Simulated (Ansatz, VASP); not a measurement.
## One calculation of ZrIn, two programs

Contents of INCAR:

```
ALGO = Normal
EDIFF = 1E-6
ENCUT = 520
ISIF = 2
ISMEAR = -1
LASPH = True
LCHARG = False
LREAL = False
LWAVE = False
NBANDS = 20
NELM = 100
PREC = Accurate
SIGMA = 0.05
```

The input KPOINTS:

```
k-points
0
Gamma
  12 12 8
```

POSCAR

```
ZrIn
1.0
    3.1520244363      0.0000000000      0.0000000000
    0.0000000000      3.1520244363      0.0000000000
    0.0000000000      0.0000000000      4.4220101050
Zr In
1 1
Direct
    0.0000000000      0.0000000000      0.0000000000
    0.5000000000      0.5000000000      0.5000000000
```

Input for Ansatz:

```yaml
crystal:
  lattice:
    - [3.1520244363, 0.0, 0.0]
    - [0.0, 3.1520244363, 0.0]
    - [0.0, 0.0, 4.422010105]
  atoms:
    - { symbol: Zr, position: [0.0, 0.0, 0.0] }
    - { symbol: In, position: [0.5, 0.5, 0.5] }
kpoints:
  mp_grid: { grid: [12, 12, 8] }
  band_path:
    path:
      - [0.0, 0.0, 0.0]
      - [0.0, 0.5, 0.0]
      - [0.5, 0.5, 0.0]
      - [0.0, 0.0, 0.0]
      - [0.0, 0.0, 0.5]
      - [0.0, 0.5, 0.5]
      - [0.5, 0.5, 0.5]
      - [0.0, 0.0, 0.5]
      - [0.0, 0.5, 0.0]
    npoints: 14
scf:
  occupations: { method: fermi_dirac, width: 0.05 }
hamiltonian:
  xc: lda
  pseudopotentials: { kind: all_electron, lapw: { basis_error: 0.001 } }
output:
  forces: true
  stress: true
  eigenvalues: true
  populations: true
```

Alike in both runs: task single point; functional LDA; k mesh 12 × 12 × 8; occupations fermi-dirac, width 0.05 eV; no spin polarisation.

|  | VASP | Ansatz |
| --- | --- | --- |
| version | VASP 6.6.1 | Ansatz 0.2.0 |
| potentials or method | VASP PAW LDA potentials, release 64 (Zr_sv, In_d), cutoff 520 eV | all-electron LAPW, scalar-relativistic |

|  | VASP | Ansatz | Ansatz less VASP |
| --- | --- | --- | --- |
| pressure (GPa) | -5.9 | -6.1 | -0.15 |

LDA's correlation is that of Perdew and Zunger in VASP and of Perdew and Wang (1992) in Ansatz. Ansatz ran all-electron here, and VASP with PAW potentials.
